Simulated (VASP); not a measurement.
Ir:

```
CELL_PARAMETERS angstrom
2.70907 0.00000 0.00000
1.35453 2.34612 0.00000
1.35453 0.78204 2.21194
ATOMIC_POSITIONS crystal
Ir 0.00000 0.00000 0.00000
```

- Program: VASP 6.6.1
- Task: relaxation of cell and atoms
- Functional: PBE
- Potentials or basis: VASP PAW PBE potentials, release 64 (Ir)
- Cutoff: 600 eV
- k mesh: 19 × 19 × 19
- Occupations: methfessel-paxton, width 0.15 eV
- Spin: no spin polarisation

At the start: pressure 12.4 GPa; volume 14.06 Å³/atom.

**Question.** Where does the relaxation end?

**Answer.** Over 4 steps the energy falls by 17.5 meV/atom and the volume is 14.53 Å³/atom (+3.3 %); space group Fm-3m (No. 225, to 0.05 Å).

Step by step:
| step | energy change (eV) | largest force (eV/Å) | pressure (GPa) | volume (Å³) |
| --- | --- | --- | --- | --- |
| 1 | 0.0000 | 0.0000 | 12.45 | 14.06 |
| 2 | 0.1871 | 0.0000 | -30.85 | 16.40 |
| 3 | -0.0175 | 0.0000 | -0.62 | 14.55 |
| 4 | -0.0175 | 0.0000 | -0.05 | 14.53 |

Final structure:
```xyz
1
Lattice="2.7390 0.0000 0.0000 1.3695 2.3720 0.0000 1.3695 0.7907 2.2364" Properties=species:S:1:pos:R:3 pbc="T T T"
Ir    0.0000    0.0000    0.0000
```
